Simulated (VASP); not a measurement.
# Os (P6_3/mmc) in VASP: further runs

Os is run at these levels: RPBE; tasks: single point.

Program: VASP 6.6.1. These are calculated values, not measurements. Logs are shortened: lines on timing, memory, paths and dates and some standing lists are left out, and cuts for length are marked.

### 1 The cell of the first run

The structure is hexagonal, space group P6_3/mmc (No. 194). Conventional cell: a = 2.728 Å, b = 2.728 Å, c = 4.298 Å, α = 90.00°, β = 90.00°, γ = 120.00°. Within 3.5 Å of Os (site symmetry -6m2) lie 12 Os at 2.66 to 2.73 Å.

### 2 Single point, RPBE (13.85 Å³/atom)

Input file INCAR:

```
PREC = Accurate ; ENCUT = 520
EDIFF = 1E-6 ; ISMEAR = -1
SIGMA = 0.1 ; LREAL = F
LASPH = T ; NELM = 100
ALGO = Normal ; ISIF = 2
LWAVE = F ; LCHARG = T
GGA = RP ; LELF = T
LVHAR = T ; NBANDS = 15
```

Input file KPOINTS:

```
regular mesh
0
Gamma
  21 21 12
```

Input file POSCAR:

```
Os
1.0
    2.7280918255      0.0000000000      0.0000000000
   -1.3640459127      2.3625968247      0.0000000000
    0.0000000000      0.0000000000      4.2980903774
Os
2
Direct
    0.3333333333      0.6666666667      0.2500000000
    0.6666666667      0.3333333333      0.7500000000
```

Potentials or basis: VASP PAW PBE potentials, release 64 (Os).

Command:

```
cat potpaw_PBE.64/Os/POTCAR > POTCAR
mpirun -np 1 vasp_std > vasp.out
```

OUTCAR:

```text
PREC = Accurate
   ENCUT = 520
   EDIFF = 1E-6
   ISMEAR = -1
   LREAL = F
   LASPH = T
   NELM = 100
   ISIF = 2
   GGA = RP

 ion  position               nearest neighbor table
   1  0.333  0.667  0.250-   2 2.66   2 2.66   2 2.66   2 2.66   2 2.66   2 2.66
   2  0.667  0.333  0.750-   1 2.66   1 2.66   1 2.66   1 2.66   1 2.66   1 2.66

  LATTYP: Found a hexagonal cell.
 ALAT       =     2.7280918255
 C/A-ratio  =     1.5754932943

  Lattice vectors:

 A1 = (   2.7280918255,   0.0000000000,   0.0000000000)
 A2 = (  -1.3640459127,   2.3625968247,   0.0000000000)
 A3 = (   0.0000000000,   0.0000000000,   4.2980903774)

Analysis of symmetry for initial positions (statically):
=====================================================================
 Subroutine PRICEL returns:
 Original cell was already a primitive cell.

 Routine SETGRP: Setting up the symmetry group for a
 hexagonal supercell.

 Subroutine GETGRP returns: Found 24 space group operations
 (whereof 12 operations were pure point group operations)
 out of a pool of 24 trial point group operations.

The static configuration has the point symmetry D_3d.
 The point group associated with its full space group is D_6h.

Analysis of symmetry for dynamics (positions and initial velocities):
=====================================================================
 Subroutine PRICEL returns:
 Original cell was already a primitive cell.

 Routine SETGRP: Setting up the symmetry group for a
 hexagonal supercell.

 Subroutine GETGRP returns: Found 24 space group operations
 (whereof 12 operations were pure point group operations)
 out of a pool of 24 trial point group operations.

The dynamic configuration has the point symmetry D_3d.
 The point group associated with its full space group is D_6h.

 Subroutine INISYM returns: Found 24 space group operations
 (whereof 12 operations are pure point group operations),
 and found     1 'primitive' translations

----------------------------------------------------------------------------------------

                                     Primitive cell

  volume of cell :      27.7028

  direct lattice vectors                    reciprocal lattice vectors
     2.728091825  0.000000000  0.000000000     0.366556577  0.211631538  0.000000000
    -1.364045913  2.362596825  0.000000000     0.000000000  0.423263076  0.000000000
     0.000000000  0.000000000  4.298090377     0.000000000  0.000000000  0.232661464

  length of vectors
     2.728091825  2.728091825  4.298090377     0.423263076  0.423263076  0.232661464

  position of ions in fractional coordinates (direct lattice)
     0.333333333  0.666666667  0.250000000
     0.666666667  0.333333333  0.750000000

  ion indices of the primitive-cell ions
   primitive index   ion index
                 1           1
                 2           2

----------------------------------------------------------------------------------------

 KPOINTS: regular mesh

Automatic generation of k-mesh.
 Grid dimensions read from file:
 generate k-points for:   21   21   12

 Generating k-lattice:

  Cartesian coordinates                     Fractional coordinates (reciprocal lattice)
     0.017455075  0.010077692  0.000000000     0.047619048 -0.000000000  0.000000000
     0.000000000  0.020155385  0.000000000     0.000000000  0.047619048  0.000000000
     0.000000000  0.000000000  0.019388455     0.000000000  0.000000000  0.083333333

  Length of vectors
     0.020155385  0.020155385  0.019388455

  Shift w.r.t. Gamma in fractional coordinates (k-lattice)
     0.000000000  0.000000000  0.000000000

 Subroutine IBZKPT returns following result:
 ===========================================

 Found    336 irreducible k-points:

 Following reciprocal coordinates:
            Coordinates               Weight
  0.000000  0.000000  0.000000      1.000000
  0.047619  0.000000  0.000000      6.000000
  0.095238 -0.000000  0.000000      6.000000
  0.142857  0.000000  0.000000      6.000000
  0.190476 -0.000000  0.000000      6.000000
  0.238095  0.000000  0.000000      6.000000
[... 16 lines left out ...]
  0.142857  0.095238  0.000000     12.000000
  0.190476  0.095238  0.000000     12.000000
 [... further k-points ...]
   k-points           NKPTS =    336   k-points in BZ     NKDIM =    336   number of bands    NBANDS=     15
   number of dos      NEDOS =    301   number of ions     NIONS =      2
   total plane-waves  NPLWV =  12800
   dimension x,y,z NGX =    20 NGY =   20 NGZ =   32
   dimension x,y,z NGXF=    40 NGYF=   40 NGZF=   64
   ions per type =               2
   NGX,Y,Z   is equivalent  to a cutoff of  12.19, 12.19, 12.38 a.u.
   NGXF,Y,Z  is equivalent  to a cutoff of  24.38, 24.38, 24.75 a.u.
 SYSTEM =  unknown system
   PREC   = accura    normal or accurate (medium, high low for compatibility)
   ISTART =      0    job   : 0-new  1-cont  2-samecut
   ICHARG =      2    charge: 1-file 2-atom 10-const
   ISPIN  =      1    spin polarized calculation?
   LNONCOLLINEAR =      F non collinear calculations
   LSORBIT =      F    spin-orbit coupling
   LASPH  =      T    aspherical Exc in radial PAW
   ENCUT  =  520.0 eV  38.22 Ry    6.18 a.u.   5.07  5.07  7.99*2*pi/ulx,y,z
   NELM   =    100;   NELMIN=  2; NELMDL= -5     # of ELM steps
   EDIFF  = 0.1E-05   stopping-criterion for ELM
   LREAL  =      F    real-space projection
   EDIFFG = 0.1E-04   stopping-criterion for IOM
   NSW    =      0    number of steps for IOM
   IBRION =     -1    ionic relax: 0-MD 1-quasi-New 2-CG
   NFREE  =      0    steps in history (QN), initial steepest desc. (CG)
   ISIF   =      2    stress and relaxation
   ISYM   =      2    0-nonsym 1-usesym 2-fastsym
   POTIM  = 0.5000    time-step for ionic-motion
   TEBEG  =    0.0;   TEEND  =   0.0 temperature during run
   PSTRESS=    0.0 pullay stress
   NELECT =      16.0000    total number of electrons
   NUPDOWN=      -1.0000    fix difference up-down
   EMIN   =  10.00;   EMAX   =-10.00  energy-range for DOS
   EFERMI =   0.00;   METHOD = LEGACY
   ISMEAR =    -1;   SIGMA  =   0.10  broadening in eV -4-tet -1-fermi 0-gaus
   EFERMI_NEDOS =   21; number of points for ismear=-14 and -15
   IALGO  =     38    algorithm
   IMIX   =      4    mixing-type and parameters
     AMIX     =   0.40;   BMIX     =  1.00
     AMIX_MAG =   1.60;   BMIX_MAG =  1.00
  volume/ion in A,a.u.               =      13.85        93.47
  Fermi-wavevector in a.u.,A,eV,Ry     =   1.363348  2.576354 25.289397  1.858718
  Thomas-Fermi vector in A             =   2.489759
   LORBIT       =      0    0 simple, 1 ext, 2 COOP (PROOUT), +10 PAW based schemes
   GGA     = RP    functional components
   LHFCALC =     F    Hartree Fock is set to
   AEXX    =    0.0000 exact exchange contribution
   IVDW    =     0    specifies the selected vdW correction
   LEPSILON=     F    determine dielectric tensor
   LRPA    =     F    only Hartree local field effects (RPA)
 non-spin polarized calculation
  energy-cutoff  :      520.00
  volume of cell :       27.70
 maximum number of plane-waves:       766
   NGX = 11   NGY = 11   NGZ = 15

 number of electron      15.9999998 magnetization

 Free energy of the ion-electron system (eV)
  ---------------------------------------------------
  ext. energy  EPLUGINS =         0.00000000
  ---------------------------------------------------
  free energy    TOTEN  =       -21.16488386 eV

  energy without entropy =      -21.12407714  energy(sigma->0) =      -21.14448050

 E-fermi :   9.7155     XC(G=0): -14.0877

 val. band max:        9.7102403961   @ k =   0.1429   0.0000   0.3333
 cond. band min:       9.7166482329   @ k =   0.2381   0.2381   0.2500
 fundamental gap:      0.0064078368
 Fermi energy:         9.7154858219

 k-point     1 :       0.0000    0.0000    0.0000
  band No.  band energies     occupation
      1      -1.3295      2.00000
      2       1.8134      2.00000
      3       6.5869      2.00000
      4       6.5869      2.00000
      5       6.8855      2.00000
      6       7.4498      2.00000
      7       7.4498      2.00000
      8       8.0810      2.00000
      9       8.0810      2.00000
     10       9.7447      0.85509
     11      11.3994      0.00000
     12      11.3994      0.00000
     13      18.9378      0.00000
     14      23.6741      0.00000
     15      26.4590      0.00000

 k-point     2 :       0.0476    0.0000    0.0000
  band No.  band energies     occupation
      1      -1.2364      2.00000
      2       1.8963      2.00000
      3       6.3585      2.00000
      4       6.6688      2.00000
      5       7.0876      2.00000
      6       7.3921      2.00000
      7       7.5262      2.00000
      8       7.9732      2.00000
      9       8.0129      2.00000
     10       9.2466      1.98177
     11      11.4477      0.00000
     12      12.0299      0.00000
     13      18.9329      0.00000
     14      23.8699      0.00000
     15      26.5815      0.00000

 k-point     3 :       0.0952   -0.0000    0.0000
  band No.  band energies     occupation
      1      -0.9625      2.00000
      2       2.1334      2.00000
      3       5.9972      2.00000
      4       6.9124      2.00000
      5       7.2064      2.00000
      6       7.4230      2.00000
      7       7.5527      2.00000
      8       7.7531      2.00000
      9       7.8271      2.00000
     10       8.6096      1.99997
     11      11.5759      0.00000
     12      13.1664      0.00000
     13      18.9060      0.00000
     14      24.4209      0.00000
     15      26.9183      0.00000
[... 343 lines left out ...]
 k-point    23 :       0.1429    0.0952    0.0000
  band No.  band energies     occupation
      1       0.2866      2.00000
      2       3.0676      2.00000
      3       5.0759      2.00000
      4       5.7933      2.00000
      5       6.7383      2.00000
      6       6.8873      2.00000
      7       8.1255      2.00000
      8       8.1258      2.00000
      9       8.1857      2.00000
     10       9.0467      1.99751
     11      11.8996      0.00000
     12      16.2309      0.00000
     13      18.6539      0.00000
     14      25.5467      0.00000
     15      26.6520      0.00000

 k-point    24 :       0.1905    0.0952    0.0000
  band No.  band energies     occupation
      1       0.9279      2.00000
      2       3.3383      2.00000
      3       4.9037      2.00000
      4       5.0983      2.00000
      5       6.6222      2.00000
      6       6.6455      2.00000
      7       7.9179      2.00000
      8       8.5468      1.99998
      9       8.8885      1.99949
     10       9.7505      0.82681
     11      12.0169      0.00000
     12      17.4643      0.00000
     13      18.5028      0.00000
     14      24.2241      0.00000
     15      25.5136      0.00000

 [... further k-points ...]
[... 5 lines left out ...]
  --------------------------------------------------------------------------------------
  -------------------------------------------------------------------------------------
  Total        2.8443361      2.8443361      3.1998906      0.0000000      0.0000000      0.0000000
  in kB      164.5005478    164.5005478    185.0638383      0.0000000      0.0000000      0.0000000
  external PRESSURE =     171.3549779 kB  Pullay stress =       0.0000000 kB

 VOLUME and BASIS-vectors are now :
 -----------------------------------------------------------------------------
  energy-cutoff  :      520.00
  volume of cell :       27.70
      direct lattice vectors                 reciprocal lattice vectors
     2.728091825  0.000000000  0.000000000     0.366556577  0.211631538  0.000000000
    -1.364045913  2.362596825  0.000000000     0.000000000  0.423263076  0.000000000
     0.000000000  0.000000000  4.298090377     0.000000000  0.000000000  0.232661464

 POSITION                                       TOTAL-FORCE (eV/Angst)
 -----------------------------------------------------------------------------------
     -0.00000      1.57506      1.07452        -0.000000     -0.000000      0.000000
      1.36405      0.78753      3.22357         0.000000      0.000000      0.000000
 -----------------------------------------------------------------------------------
    total drift:                               -0.000000      0.000000     -0.000000

  FREE ENERGIE OF THE ION-ELECTRON SYSTEM (eV)
  ---------------------------------------------------
  free  energy   TOTEN  =       -21.1648838644 eV

  energy  without entropy=      -21.1240771425  energy(sigma->0) =      -21.14448050
```

It took 58 s on 1 thread of Intel Xeon 6975P-C (Granite Rapids), shared host; peak memory 0.24 GiB.

What came out:

```
Free energy            : -21.1649 eV
Pressure               : 17.1 GPa
Band gap on the k mesh : zero (bands 8 and 9 overlap by 3.95 eV)
```

Caveat: the cell stands under pressure; the PAW data sets were made with another functional, which shifts forces and pressure a little; spin-orbit coupling is left out, which moves the levels of the heavy elements.

(Continued in part 2 of 2.)
